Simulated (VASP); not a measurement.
Input of a VASP 6.6.1 run:

Contents of INCAR:

```
  ALGO = Normal
  EDIFF = 1E-6
  ENCUT = 520
  GGA = PE
  ISIF = 2
  ISMEAR = -1
  LASPH = True
  LCHARG = False
  LREAL = False
  LWAVE = False
  NBANDS = 14
  NELM = 100
  PREC = Accurate
  SIGMA = 0.06122561905347299
```

Contents of KPOINTS:

```
k-points
0
Gamma
  35 35 35
```

The input POSCAR:

```
IO
1.0
    0.0000000000      2.6507126089      2.6507126089
    2.6507126089      0.0000000000      2.6507126089
    2.6507126089      2.6507126089      0.0000000000
I O
1 1
Direct
    0.0000000000      0.0000000000      0.0000000000
    0.5000000000      0.5000000000      0.5000000000
```

Potentials or basis: VASP PAW PBE potentials, release 64 (I, O).

Command:

```sh
$ cat potpaw_PBE.64/I/POTCAR potpaw_PBE.64/O/POTCAR > POTCAR
$ mpirun -np 1 vasp_std > vasp.out
```

Q: What does it give for the pressure?

A: 1.4 GPa.

Caveat: an odd number of electrons without spin polarisation forces a metal; a magnetic or distorted state may lie lower.
